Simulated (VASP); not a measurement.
Here is a VASP 6.6.1 calculation.

File INCAR:

```
PREC     = Accurate       # precision mode
ENCUT    = 520            # plane-wave cutoff, eV
EDIFF    = 1E-7           # SCF threshold, eV
ISMEAR   = 0              # smearing method
SIGMA    = 0.1            # smearing width, eV
LREAL    = False          # projectors in reciprocal space
LASPH    = True           # aspherical terms in the spheres
NELM     = 150            # most SCF steps
ALGO     = Normal         # electronic algorithm
ISIF     = 2              # what is computed and relaxed
LWAVE    = False          # write WAVECAR
LCHARG   = False          # write CHGCAR
ISPIN    = 2              # spin polarisation
MAGMOM   = 0 0 0 0 1      # initial moments
LORBIT   = 11             # projections on sites
GGA      = PE             # functional
NBANDS   = 22             # bands
```

File KPOINTS:

```
Automatic mesh
0
Gamma
  4 4 4
```

The input POSCAR:

```
Si4N
1.0
    4.1130965200      0.0000000000      0.0000000000
    0.0000000000      4.1130965200      0.0000000000
    0.0000000000      0.0000000000      4.1130965200
Si N
4 1
Direct
    0.5000000000      0.0000000000      0.0000000000
    0.0000000000      0.5000000000      0.0000000000
    0.0000000000      0.0000000000      0.5000000000
    0.5000000000      0.5000000000      0.5000000000
    0.0000000000      0.0000000000      0.0000000000
```

Potentials or basis: VASP PAW PBE potentials, release 64 (Si, N).

Run with:

```bash
$ cat potpaw_PBE.64/Si/POTCAR potpaw_PBE.64/N/POTCAR > POTCAR
$ mpirun -np 1 vasp_std > vasp.out
```

**Question.** Predict the net moment.

**Answer.** 0.00 μB per cell.

**Question.** Predict the pressure.

**Answer.** -2.5 GPa.

Caveat: the k points lie up to 0.38 Å⁻¹ apart.
